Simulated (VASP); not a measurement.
## Os: single point with LDA

Crystal: Os.

```
Os
1.0
     2.77008    0.00000    0.00000
    -1.38504    2.39896    0.00000
     0.00000    0.00000    4.37654
Os
2
Direct
  0.66667 0.33333 0.75000
  0.33333 0.66667 0.25000
```

| Item | Value |
| --- | --- |
| Program | VASP 6.6.1 |
| Task | single point |
| Functional | LDA |
| Potentials or basis | VASP PAW LDA potentials, release 64 (Os) |
| Cutoff | 520 eV |
| k mesh | 11 × 11 × 6 |
| Occupations | fermi-dirac, width 0.05 eV |
| Spin | no spin polarisation |
| Dipole correction | no |
| Further INCAR settings | ALGO = Normal; EDIFF = 1e-07; NBANDS = 15 |

| Quantity | Value |
| --- | --- |
| Pressure | -22.6 GPa |
| Band gap on the k mesh | zero (bands 8 and 9 overlap by 3.64 eV) |

Stress tensor (GPa, compression positive):
```
-22.11   0.00   0.00
  0.00 -22.11   0.00
  0.00   0.00 -23.72
```

Levels at points of the mesh, in eV from the Fermi level:
| k point | band 5 | band 6 | band 7 | band 8 | band 9 | band 10 | band 11 | band 12 |
| --- | --- | --- | --- | --- | --- | --- | --- | --- |
| (0.00, 0.00, 0.00) | -2.61 | -2.05 | -2.05 | -1.44 | -1.44 | 0.19 | 1.63 | 1.63 |
| (0.00, 0.00, 0.50) | -3.02 | -3.02 | -3.02 | -3.02 | 0.87 | 0.87 | 0.87 | 0.87 |

Wall time 48 s on 1 thread of Intel Xeon 8259CL (shared host), peak memory 0.15 GiB.

Caveat: the cell stands under tension; spin-orbit coupling is left out, which moves the levels of the heavy elements.
